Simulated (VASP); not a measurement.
Crystal: Ta.

```
CELL_PARAMETERS angstrom
2.90037 0.00000 0.00000
-1.45019 2.51180 0.00000
0.00000 0.00000 5.16627
ATOMIC_POSITIONS crystal
Ta 0.66667 0.33333 0.75000
Ta 0.33333 0.66667 0.25000
```

- Program: VASP 6.6.1
- Task: relaxation of volume and atoms at fixed shape
- Functional: PBEsol
- Potentials or basis: VASP PAW PBE potentials, release 64 (Ta_pv)
- Cutoff: 600 eV
- k mesh: 13 × 13 × 7
- Occupations: methfessel-paxton, width 0.05 eV
- Spin: no spin polarisation

At the start: pressure -7.1 GPa; volume 18.82 Å³/atom.

Question: How do energy, volume and symmetry change on relaxing?

Answer: Over 4 steps the energy falls by 16.0 meV/atom and the volume is 18.12 Å³/atom (-3.7 %); space group P6_3/mmc (No. 194, to 0.05 Å).

The path:
```
step  energy change (eV)  largest force (eV/Å)  pressure (GPa)  volume (Å³)
   1              0.0000                0.0000           -7.05        37.64
   2              0.1368                0.0000           19.92        33.30
   3             -0.0319                0.0000           -0.18        36.26
   4             -0.0319                0.0000           -0.01        36.23
```

Final structure:
```
Ta
1.0
     2.86387    0.00000    0.00000
    -1.43194    2.48019    0.00000
     0.00000    0.00000    5.10126
Ta
2
Direct
  0.66667 0.33333 0.75000
  0.33333 0.66667 0.25000
```

Caveat: the PAW data sets were made with another functional, which shifts forces and pressure a little.
